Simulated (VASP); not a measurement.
# Ta (Im-3m) in VASP: notebook

Ta is run at these levels: PBEsol; tasks: single point, relaxation of volume and atoms at fixed shape.

Program: VASP 6.6.1. These are calculated values, not measurements. Logs are shortened: lines on timing, memory, paths and dates and some standing lists are left out, and cuts for length are marked.

### 1 The cell of the first run

It takes space group Im-3m (No. 229, cubic). The conventional cell has a = 3.280 Å, b = 3.280 Å, c = 3.280 Å, α = 90.00°, β = 90.00°, γ = 90.00°. Within 3.7 Å of Ta (site symmetry m-3m) lie 14 Ta at 2.84 to 3.28 Å.

### 2 Single point, PBEsol

INCAR

```
SYSTEM = Ta
PREC = Accurate ; ENCUT = 520
EDIFF = 1E-6 ; ISMEAR = -1
SIGMA = 0.05 ; LREAL = .False.
LASPH = .True. ; NELM = 100
ALGO = Normal ; ISIF = 2
LWAVE = .False. ; LCHARG = .False.
GGA = PS ; NBANDS = 12
```

KPOINTS

```
Automatic mesh
0
Gamma
  9 9 9
  0 0 0
```

POSCAR

```
Ta
1.0
   -1.6397819257      1.6397819257      1.6397819257
    1.6397819257     -1.6397819257      1.6397819257
    1.6397819257      1.6397819257     -1.6397819257
Ta
1
Direct
    0.0000000000      0.0000000000      0.0000000000
```

Potentials or basis: VASP PAW PBE potentials, release 64 (Ta_pv).

The run is started by

```
cat potpaw_PBE.64/Ta_pv/POTCAR > POTCAR
mpirun -np 1 vasp_std > vasp.out
```

OUTCAR:

```text
SYSTEM = Ta
   PREC = Accurate
   ENCUT = 520
   EDIFF = 1E-6
   ISMEAR = -1
   LREAL = .False.
   LASPH = .True.
   NELM = 100
   ISIF = 2
   GGA = PS

 ion  position               nearest neighbor table
   1  0.000  0.000  0.000-

  LATTYP: Found a body centered cubic cell.
 ALAT       =     3.2795638514

  Lattice vectors:

 A1 = (  -1.6397819257,   1.6397819257,   1.6397819257)
 A2 = (   1.6397819257,  -1.6397819257,   1.6397819257)
 A3 = (   1.6397819257,   1.6397819257,  -1.6397819257)

Analysis of symmetry for initial positions (statically):
=====================================================================
 Subroutine PRICEL returns:
 Original cell was already a primitive cell.

 Routine SETGRP: Setting up the symmetry group for a
 body centered cubic supercell.

 Subroutine GETGRP returns: Found 48 space group operations
 (whereof 48 operations were pure point group operations)
 out of a pool of 48 trial point group operations.

The static configuration has the point symmetry O_h .

Analysis of symmetry for dynamics (positions and initial velocities):
=====================================================================
 Subroutine PRICEL returns:
 Original cell was already a primitive cell.

 Routine SETGRP: Setting up the symmetry group for a
 body centered cubic supercell.

 Subroutine GETGRP returns: Found 48 space group operations
 (whereof 48 operations were pure point group operations)
 out of a pool of 48 trial point group operations.

The dynamic configuration has the point symmetry O_h .

 Subroutine INISYM returns: Found 48 space group operations
 (whereof 48 operations are pure point group operations),
 and found     1 'primitive' translations

----------------------------------------------------------------------------------------

                                     Primitive cell

  volume of cell :      17.6367

  direct lattice vectors                    reciprocal lattice vectors
    -1.639781926  1.639781926  1.639781926     0.000000000  0.304918594  0.304918594
     1.639781926 -1.639781926  1.639781926     0.304918594  0.000000000  0.304918594
     1.639781926  1.639781926 -1.639781926     0.304918594  0.304918594  0.000000000

  length of vectors
     2.840185609  2.840185609  2.840185609     0.431220012  0.431220012  0.431220012

[... 76 lines left out ...]
   ENCUT  =  520.0 eV  38.22 Ry    6.18 a.u.   5.28  5.28  5.28*2*pi/ulx,y,z
   NELM   =    100;   NELMIN=  2; NELMDL= -5     # of ELM steps
   EDIFF  = 0.1E-05   stopping-criterion for ELM
   LREAL  =      F    real-space projection
   EDIFFG = 0.1E-04   stopping-criterion for IOM
   NSW    =      0    number of steps for IOM
   IBRION =     -1    ionic relax: 0-MD 1-quasi-New 2-CG
   NFREE  =      0    steps in history (QN), initial steepest desc. (CG)
   ISIF   =      2    stress and relaxation
   ISYM   =      2    0-nonsym 1-usesym 2-fastsym
   POTIM  = 0.5000    time-step for ionic-motion
   TEBEG  =    0.0;   TEEND  =   0.0 temperature during run
   PSTRESS=    0.0 pullay stress
   NELECT =      11.0000    total number of electrons
   NUPDOWN=      -1.0000    fix difference up-down
   EMIN   =  10.00;   EMAX   =-10.00  energy-range for DOS
   EFERMI =   0.00;   METHOD = LEGACY
   ISMEAR =    -1;   SIGMA  =   0.05  broadening in eV -4-tet -1-fermi 0-gaus
   EFERMI_NEDOS =   21; number of points for ismear=-14 and -15
   IALGO  =     38    algorithm
   IMIX   =      4    mixing-type and parameters
     AMIX     =   0.40;   BMIX     =  1.00
     AMIX_MAG =   1.60;   BMIX_MAG =  1.00
  volume/ion in A,a.u.               =      17.64       119.02
  Fermi-wavevector in a.u.,A,eV,Ry     =   1.398727  2.643211 26.618945  1.956437
  Thomas-Fermi vector in A             =   2.521857
   LORBIT       =      0    0 simple, 1 ext, 2 COOP (PROOUT), +10 PAW based schemes
   GGA     = PS    functional components
   LHFCALC =     F    Hartree Fock is set to
   AEXX    =    0.0000 exact exchange contribution
   IVDW    =     0    specifies the selected vdW correction
   LEPSILON=     F    determine dielectric tensor
   LRPA    =     F    only Hartree local field effects (RPA)
 non-spin polarized calculation
  energy-cutoff  :      520.00
  volume of cell :       17.64
 maximum number of plane-waves:       484
 NGX is ok and might be reduce to    24
   NGX = 11   NGY = 11   NGZ = 11

 number of electron      11.0000002 magnetization

 Free energy of the ion-electron system (eV)
  ---------------------------------------------------
  ext. energy  EPLUGINS =         0.00000000
  ---------------------------------------------------
  free energy    TOTEN  =       -12.54016309 eV

  energy without entropy =      -12.52333967  energy(sigma->0) =      -12.53175138

 E-fermi :   5.5573     XC(G=0): -12.8341

 val. band max:        5.5181569525   @ k =   0.3333   0.0000   0.0000
 cond. band min:       5.5680570523   @ k =  -0.2222   0.2222   0.1111
 fundamental gap:      0.0499000998
 Fermi energy:         5.5572737257

 k-point     1 :       0.0000    0.0000    0.0000
  band No.  band energies     occupation
      1     -27.4336      2.00000
      2     -27.4336      2.00000
      3     -27.4336      2.00000
      4      -2.5195      2.00000
      5       6.2191      0.00000
      6       6.2191      0.00000
      7       6.2191      0.00000
      8       9.5631      0.00000
      9       9.5631      0.00000
     10      20.2519      0.00000
     11      20.6291      0.00000
     12      20.6291      0.00000
[... 331 lines left out ...]
 k-point    24 :      -0.4444   -0.4444    0.1111
  band No.  band energies     occupation
      1     -28.5703      2.00000
      2     -28.0364      2.00000
      3     -27.6373      2.00000
      4       2.2357      2.00000
      5       4.7000      2.00000
      6       4.8634      2.00000
      7       8.1536      0.00000
      8      11.5688      0.00000
      9      14.6007      0.00000
     10      16.4926      0.00000
     11      20.2617      0.00000
     12      20.3782      0.00000

 [... further k-points ...]
[... 5 lines left out ...]
  --------------------------------------------------------------------------------------
  -------------------------------------------------------------------------------------
  Total        0.0199015      0.0199015      0.0199015      0.0000000     -0.0000000      0.0000000
  in kB        1.8079125      1.8079125      1.8079125      0.0000000     -0.0000000      0.0000000
  external PRESSURE =       1.8079125 kB  Pullay stress =       0.0000000 kB

 VOLUME and BASIS-vectors are now :
 -----------------------------------------------------------------------------
  energy-cutoff  :      520.00
  volume of cell :       17.64
      direct lattice vectors                 reciprocal lattice vectors
    -1.639781926  1.639781926  1.639781926     0.000000000  0.304918594  0.304918594
     1.639781926 -1.639781926  1.639781926     0.304918594  0.000000000  0.304918594
     1.639781926  1.639781926 -1.639781926     0.304918594  0.304918594  0.000000000

 POSITION                                       TOTAL-FORCE (eV/Angst)
 -----------------------------------------------------------------------------------
      0.00000      0.00000      0.00000         0.000000      0.000000      0.000000
 -----------------------------------------------------------------------------------
    total drift:                                0.000000      0.000000      0.000000

  FREE ENERGIE OF THE ION-ELECTRON SYSTEM (eV)
  ---------------------------------------------------
  free  energy   TOTEN  =       -12.5401630934 eV

  energy  without entropy=      -12.5233396680  energy(sigma->0) =      -12.53175138
```

stdout:

```text
POSCAR found type information on POSCAR Ta
 POSCAR found :  1 types and       1 ions
 scaLAPACK will be used
 -----------------------------------------------------------------------------
|                                                                             |
|                                                                             |
|     You enforced a specific xc type in the INCAR file but a different       |
|     I HOPE YOU KNOW WHAT YOU ARE DOING!                                     |
|                                                                             |
 -----------------------------------------------------------------------------

 LDA part: xc-table for (Slater+PW92), standard interpolation
 POSCAR, INCAR and KPOINTS ok, starting setup
 FFT: planning ... GRIDC
 FFT: planning ... GRID_SOFT
 FFT: planning ... GRID
 WAVECAR not read
 entering main loop
```

It took 3.9 s on 1 thread of Intel Xeon 6975P-C (Granite Rapids), shared host; peak memory 0.14 GiB.

Results:

```yaml
Free_energy: -12.5402 eV
Pressure: 0.2 GPa
```

Levels at points of the mesh, in eV from the Fermi level:
| k point | band 1 | band 2 | band 3 | band 4 | band 5 | band 6 | band 7 | band 8 | band 9 | band 10 |
| --- | --- | --- | --- | --- | --- | --- | --- | --- | --- | --- |
| (0.00, 0.00, 0.00) | -32.99 | -32.99 | -32.99 | -8.08 | 0.66 | 0.66 | 0.66 | 4.01 | 4.01 | 14.69 |

Caveat: the PAW data sets were made with another functional, which shifts forces and pressure a little; spin-orbit coupling is left out, which moves the levels of the heavy elements.

### 3 Relaxation of volume and atoms at fixed shape, PBEsol

This run uses another cell than the first one, of 18.01 Å³/atom, 1.021 times its volume.

INCAR

```
PREC = Accurate ; ENCUT = 600
EDIFF = 1E-6 ; ISMEAR = -1
SIGMA = 0.05 ; LREAL = F
LASPH = T ; NELM = 100
ALGO = Normal ; ISIF = 8
LWAVE = F ; LCHARG = F
GGA = PS ; IBRION = 2
NSW = 80 ; EDIFFG = -0.02
```

KPOINTS

```
regular mesh
0
Gamma
  9 9 9
```

POSCAR

```
Ta
1.0
   -1.6512800000      1.6512800000      1.6512800000
    1.6512800000     -1.6512800000      1.6512800000
    1.6512800000      1.6512800000     -1.6512800000
Ta
1
Direct
    0.0000000000      0.0000000000      0.0000000000
```

Potentials or basis: VASP PAW PBE potentials, release 64 (Ta_pv).

The run is started by

```
cat potpaw_PBE.64/Ta_pv/POTCAR > POTCAR
mpirun -np 1 vasp_std > vasp.out
```

Wall time 6.1 s (1 thread of Intel Xeon 6975P-C (Granite Rapids), shared host); peak memory 0.14 GiB.

The run converged. Its results:

| Property | Result |
| --- | --- |
| Free energy | -12.5405 eV |
| Relaxed volume | 17.66 Å³/atom |
| Relaxed cell | a = 2.841 Å, b = 2.841 Å, c = 2.841 Å, α = 109.47°, β = 109.47°, γ = 109.47° |
| Space group after relaxing (to 0.05 Å) | Im-3m (No. 229) |
| Energy gained by relaxing | 4.1 meV/atom |
| Ionic steps | 3 |
| Pressure after relaxing | -0.1 GPa |

Step by step:
| step | energy change (eV) | largest force (eV/Å) | pressure (GPa) | volume (Å³) |
| --- | --- | --- | --- | --- |
| 1 | 0.0000 | 0.0000 | -3.67 | 18.01 |
| 2 | 0.0137 | 0.0000 | 8.56 | 16.96 |
| 3 | -0.0041 | 0.0000 | -0.06 | 17.66 |

Final structure:
```
Ta
1.0
    -1.64047    1.64047    1.64047
     1.64047   -1.64047    1.64047
     1.64047    1.64047   -1.64047
Ta
1
Direct
  0.00000 0.00000 0.00000
```

Levels at points of the mesh, in eV from the Fermi level:
```
           k point  band 1  band 2  band 3  band 4  band 5  band 6  band 7  band 8  band 9
(0.00, 0.00, 0.00)  -33.00  -33.00  -33.00   -8.07    0.66    0.66    0.66    4.00    4.00
```

Caveat: the PAW data sets were made with another functional, which shifts forces and pressure a little; spin-orbit coupling is left out, which moves the levels of the heavy elements.
